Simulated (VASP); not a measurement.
# Al (P6_3/mmc) in VASP: further runs, part 2 of 2

VASP 6.6.1. The steps go on from the part before.

## Step 4: Single point, LDA

File INCAR:

```
SYSTEM = Al
PREC = Accurate
ENCUT = 520
EDIFF = 1E-6
ISMEAR = -4
SIGMA = 0.1
LREAL = .False.
LASPH = .True.
NELM = 60
ALGO = Normal
ISIF = 2
LWAVE = .False.
LCHARG = .False.
NBANDS = 10
```

File KPOINTS:

```
regular mesh
0
Gamma
  15 15 8
  0 0 0
```

File POSCAR:

```
Al
1.0
    2.2756526608      0.0000000000      0.0000000000
   -1.1378263304      1.9707730144      0.0000000000
    0.0000000000      0.0000000000      3.6986852954
Al
2
Direct
    0.3333333333      0.6666666667      0.2500000000
    0.6666666667      0.3333333333      0.7500000000
```

Potentials or basis: VASP PAW LDA potentials, release 64 (Al).

The run is started by

```sh
> cat potpaw_LDA.64/Al/POTCAR > POTCAR
> mpirun -np 1 vasp_std > vasp.out
```

OUTCAR:

```text
SYSTEM = Al
   PREC = Accurate
   ENCUT = 520
   EDIFF = 1E-6
   ISMEAR = -4
   LREAL = .False.
   LASPH = .True.
   NELM = 60
   ISIF = 2

 ion  position               nearest neighbor table
   1  0.333  0.667  0.250-   2 2.27   2 2.27   2 2.27   2 2.27   2 2.27   2 2.27   2 3.21   2 3.21
                             2 3.21   2 3.21   2 3.21   2 3.21
   2  0.667  0.333  0.750-   1 2.27   1 2.27   1 2.27   1 2.27   1 2.27   1 2.27   1 3.21   1 3.21
                             1 3.21   1 3.21   1 3.21   1 3.21

  LATTYP: Found a hexagonal cell.
 ALAT       =     2.2756526608
 C/A-ratio  =     1.6253294534

  Lattice vectors:

 A1 = (   2.2756526608,   0.0000000000,   0.0000000000)
 A2 = (  -1.1378263304,   1.9707730144,   0.0000000000)
 A3 = (   0.0000000000,   0.0000000000,   3.6986852954)

Analysis of symmetry for initial positions (statically):
=====================================================================
 Subroutine PRICEL returns:
 Original cell was already a primitive cell.

 Routine SETGRP: Setting up the symmetry group for a
 hexagonal supercell.

 Subroutine GETGRP returns: Found 24 space group operations
 (whereof 12 operations were pure point group operations)
 out of a pool of 24 trial point group operations.

The static configuration has the point symmetry D_3d.
 The point group associated with its full space group is D_6h.

Analysis of symmetry for dynamics (positions and initial velocities):
=====================================================================
 Subroutine PRICEL returns:
 Original cell was already a primitive cell.

 Routine SETGRP: Setting up the symmetry group for a
 hexagonal supercell.

 Subroutine GETGRP returns: Found 24 space group operations
 (whereof 12 operations were pure point group operations)
 out of a pool of 24 trial point group operations.

The dynamic configuration has the point symmetry D_3d.
 The point group associated with its full space group is D_6h.

 Subroutine INISYM returns: Found 24 space group operations
 (whereof 12 operations are pure point group operations),
 and found     1 'primitive' translations

----------------------------------------------------------------------------------------
[... 120 lines left out ...]
   GGA     = CA    functional components
   LHFCALC =     F    Hartree Fock is set to
   AEXX    =    0.0000 exact exchange contribution
   IVDW    =     0    specifies the selected vdW correction
   LEPSILON=     F    determine dielectric tensor
   LRPA    =     F    only Hartree local field effects (RPA)
 non-spin polarized calculation
 Fermi weights with tetrahedron method witout Bloechl corrections
  energy-cutoff  :      520.00
  volume of cell :       16.59
 maximum number of plane-waves:       466
 NGX is ok and might be reduce to    18
   NGX =  9   NGY =  9   NGZ = 13

 number of electron       6.0000000 magnetization

 Free energy of the ion-electron system (eV)
  ---------------------------------------------------
  ext. energy  EPLUGINS =         0.00000000
  ---------------------------------------------------
  free energy    TOTEN  =        -2.46330995 eV

  energy without entropy =       -2.46330995  energy(sigma->0) =       -2.46330995

 E-fermi :  16.9650     XC(G=0): -13.1737

 val. band max:       17.4621416247   @ k =   0.4667   0.0667   0.0000
 cond. band min:      16.6190183549   @ k =   0.3333   0.2000   0.0000
 fundamental gap:     -0.8431232698
 Fermi energy:        16.9650384489

 k-point     1 :       0.0000    0.0000    0.0000
  band No.  band energies     occupation
      1       0.5654      2.00000
      2       9.7269      2.00000
      3      11.6787      2.00000
      4      32.1472      0.00000
      5      32.1472      0.00000
      6      33.3571      0.00000
      7      33.9745      0.00000
      8      33.9745      0.00000
      9      39.4133      0.00000
     10      39.5098      0.00000
[... 287 lines left out ...]
 k-point    24 :       0.4000    0.2000    0.0000
  band No.  band energies     occupation
      1       9.9819      2.00000
      2      10.7476      2.00000
      3      16.1475      1.99983
      4      18.4101      0.00685
      5      18.9079      0.00000
      6      20.8283      0.00000
      7      25.2357      0.00000
      8      26.5629      0.00000
      9      31.2287      0.00000
     10      39.0057      0.00000

 [... further k-points ...]
[... 5 lines left out ...]
  --------------------------------------------------------------------------------------
  -------------------------------------------------------------------------------------
  Total       21.6445939     21.6445939     21.6313099      0.0000000     -0.0000000      0.0000000
  in kB     2090.5957439   2090.5957438   2089.3126786      0.0000000     -0.0000000      0.0000000
  external PRESSURE =    2090.1680554 kB  Pullay stress =       0.0000000 kB

 VOLUME and BASIS-vectors are now :
 -----------------------------------------------------------------------------
  energy-cutoff  :      520.00
  volume of cell :       16.59
      direct lattice vectors                 reciprocal lattice vectors
     2.275652661  0.000000000  0.000000000     0.439434373  0.253707554  0.000000000
    -1.137826330  1.970773014  0.000000000     0.000000000  0.507415107  0.000000000
     0.000000000  0.000000000  3.698685295     0.000000000  0.000000000  0.270366338

 POSITION                                       TOTAL-FORCE (eV/Angst)
 -----------------------------------------------------------------------------------
     -0.00000      1.31385      0.92467        -0.000000     -0.000000     -0.000000
      1.13783      0.65692      2.77401         0.000000      0.000000      0.000000
 -----------------------------------------------------------------------------------
    total drift:                                0.000000     -0.000000     -0.000000

  FREE ENERGIE OF THE ION-ELECTRON SYSTEM (eV)
  ---------------------------------------------------
  free  energy   TOTEN  =        -2.4633099527 eV

  energy  without entropy=       -2.4633099527  energy(sigma->0) =       -2.46330995
```

OSZICAR:

```text
N       E                     dE             d eps       ncg     rms          rms(c)
DAV:   1     0.707418032525E+01    0.70742E+01   -0.26215E+03  2708   0.504E+02
DAV:   2    -0.260650199489E+01   -0.96807E+01   -0.94972E+01  3688   0.710E+01
DAV:   3    -0.275215154688E+01   -0.14565E+00   -0.14523E+00  3390   0.700E+00
DAV:   4    -0.275250414682E+01   -0.35260E-03   -0.35258E-03  3162   0.386E-01
DAV:   5    -0.275250539903E+01   -0.12522E-05   -0.12511E-05  3174   0.226E-02    0.556E+00
DAV:   6    -0.256978285929E+01    0.18272E+00   -0.68155E-03  2896   0.569E-01    0.291E+00
DAV:   7    -0.246549514196E+01    0.10429E+00   -0.11920E-02  2830   0.732E-01    0.400E-01
DAV:   8    -0.246331230338E+01    0.21828E-02   -0.43540E-04  3418   0.123E-01    0.788E-02
DAV:   9    -0.246331035561E+01    0.19478E-05   -0.19029E-06  3270   0.918E-03    0.420E-03
DAV:  10    -0.246330995273E+01    0.40288E-06   -0.37129E-07  1778   0.328E-03
   1 F= -.24633100E+01 E0= -.24633100E+01  d E =0.000000E+00
```

stdout:

```text
POSCAR found type information on POSCAR Al
 POSCAR found :  1 types and       2 ions
 scaLAPACK will be used
 LDA part: xc-table for (Slater(with rela. corr.)+CA(PZ))
 , standard interpolation
 POSCAR, INCAR and KPOINTS ok, starting setup
 FFT: planning ... GRIDC
 FFT: planning ... GRID_SOFT
 FFT: planning ... GRID
 WAVECAR not read
 entering main loop
 -----------------------------------------------------------------------------
|                                                                             |
|           W    W    AA    RRRRR   N    N  II  N    N   GGGG   !!!           |
|           W    W   A  A   R    R  NN   N  II  NN   N  G    G  !!!           |
|           W    W  A    A  R    R  N N  N  II  N N  N  G       !!!           |
|           W WW W  AAAAAA  RRRRR   N  N N  II  N  N N  G  GGG   !            |
|           WW  WW  A    A  R   R   N   NN  II  N   NN  G    G                |
|           W    W  A    A  R    R  N    N  II  N    N   GGGG   !!!           |
|                                                                             |
|     Tetrahedron method does not include variations of the Fermi             |
|     occupations, so forces and stress will be inaccurate. We suggest        |
|     using a different smearing scheme ISMEAR = 1 or 2 for metals in         |
|     relaxations.                                                            |
|                                                                             |
 -----------------------------------------------------------------------------
```

Run time: 9.5 s. Hardware: 1 thread of Intel Xeon 6975P-C (Granite Rapids), shared host; peak memory 0.13 GiB.

What came out:

| Property | Result |
| --- | --- |
| Free energy | -2.4633 eV |
| Pressure | 209.0 GPa |
| Band gap on the k mesh | zero (band 3 reaches 22.83 eV, above the bottom of band 4 at 13.00 eV) |

Stress tensor (GPa, compression positive):
```
209.06   0.00   0.00
  0.00 209.06   0.00
  0.00   0.00 208.93
```

Levels at points of the mesh, in eV from the Fermi level:
| k point | band 1 | band 2 | band 3 | band 4 | band 5 | band 6 | band 7 |
| --- | --- | --- | --- | --- | --- | --- | --- |
| (0.00, 0.00, 0.00) | -16.40 | -7.24 | -5.29 | 15.18 | 15.18 | 16.39 | 17.01 |
| (0.00, 0.00, 0.50) | -13.77 | -13.77 | 5.26 | 5.26 | 16.13 | 16.13 | 16.13 |
